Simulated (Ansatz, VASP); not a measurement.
## AlAs: VASP beside Ansatz

File POSCAR:

```
AlAs
1.0
    0.0000000000      2.8389245968      2.8389245968
    2.8389245968      0.0000000000      2.8389245968
    2.8389245968      2.8389245968      0.0000000000
Al As
1 1
Direct
    0.0000000000      0.0000000000      0.0000000000
    0.2500000000      0.2500000000      0.2500000000
```

Contents of INCAR.step1:

```
  PREC = Accurate
  ENCUT = 550
  ISMEAR = 0
  SIGMA = 0.01
  LREAL = False
  LASPH = True
  NELM = 120
  NBANDS = 11
  GGA = PE
  ALGO = Normal
  EDIFF = 1E-5
  LWAVE = True
  LCHARG = False
  GGA_COMPAT = False
```

File INCAR.step2:

```
  PREC = Accurate
  ENCUT = 550
  EDIFF = 1E-6
  ISMEAR = 0
  SIGMA = 0.01
  LREAL = False
  LASPH = True
  NELM = 120
  ALGO = Normal
  ISIF = 2
  LWAVE = False
  LCHARG = True
  METAGGA = R2SCAN
  LMIXTAU = True
  LELF = True
  LVHAR = True
  NBANDS = 11
  ISTART = 1
  GGA_COMPAT = False
```

The input KPOINTS:

```
Automatic mesh
0
Gamma
  8 8 8
```

Input for Ansatz:

```yaml
crystal:
  lattice:
    - [0.0, 2.8389245968, 2.8389245968]
    - [2.8389245968, 0.0, 2.8389245968]
    - [2.8389245968, 2.8389245968, 0.0]
  atoms:
    - { symbol: Al, position: [0.0, 0.0, 0.0] }
    - { symbol: As, position: [0.25, 0.25, 0.25] }
kpoints:
  mp_grid: { grid: [8, 8, 8] }
  band_path:
    path:
      - [0.0, 0.0, 0.0]
      - [-0.5, -0.5, 0.0]
      - [-0.375, -0.375, 0.25]
      - [-0.375, 0.0, 0.375]
      - [0.0, 0.0, 0.5]
      - [-0.5, -0.25, 0.25]
      - [0.0, 0.5, 0.5]
    npoints: 1
hamiltonian:
  xc: r2scan
scf:
  occupations: { method: fixed }
  n_extra_bands: 4
output:
  forces: true
  stress: true
  eigenvalues: true
```

Alike in both runs: task single point; functional r2SCAN; k mesh 8 × 8 × 8; no spin polarisation.

|  | VASP | Ansatz |
| --- | --- | --- |
| version | VASP 6.6.1 | Ansatz 0.2.0 |
| potentials or method | VASP PAW PBE potentials, release 64 (Al, As) | plane waves, PAW |
| plane-wave cutoff (eV) | 550 | 500 |
| occupations | gaussian, width 0.01 eV | fixed |
| valence electrons in the cell | 8 | 18 |

```tsv
	VASP	Ansatz	Ansatz less VASP
gap on the k mesh at the Fermi level (eV)	1.81	1.81	+0.009
pressure (GPa)	0.0	0.0	+0.04
```

VASP's potentials were made for PBE, not for r2SCAN. VASP's potentials hold 8 valence electrons a cell and Ansatz's 18, so a difference there can come from the potentials and not from the codes.
